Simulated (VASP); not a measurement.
# ZnCu: single point with PBEsol

Crystal: ZnCu.

```
CELL_PARAMETERS angstrom
2.88488 0.00000 0.00000
0.00000 2.88488 0.00000
0.00000 0.00000 2.88488
ATOMIC_POSITIONS crystal
Zn 0.50000 0.50000 0.50000
Cu 0.00000 0.00000 0.00000
```

| Item | Value |
| --- | --- |
| Program | VASP 6.6.1 |
| Task | single point |
| Functional | PBEsol |
| Potentials or basis | VASP PAW PBE potentials, release 64 (Zn, Cu) |
| Cutoff | 520 eV |
| k mesh | 9 × 9 × 9 |
| Occupations | fermi-dirac, width 0.05 eV |
| Spin | no spin polarisation |
| Dipole correction | no |
| Further INCAR settings | ALGO = Fast; EDIFF = 1e-06; NBANDS = 18 |

```yaml
Pressure: 4.9 GPa
```

Levels at points of the mesh, in eV from the Fermi level:
```
           k point  band 8  band 9  band 10  band 11  band 12  band 13  band 14  band 15
(0.00, 0.00, 0.00)   -3.81   -2.89    -2.89    -2.89     6.36     6.36     6.36    11.61
```

Wall time 10 s on 1 thread of Intel(R) Xeon(R) Platinum 8559C (Emerald Rapids), with other jobs on the host, peak memory 0.14 GiB.

Caveat: the PAW data sets were made with another functional, which shifts forces and pressure a little.
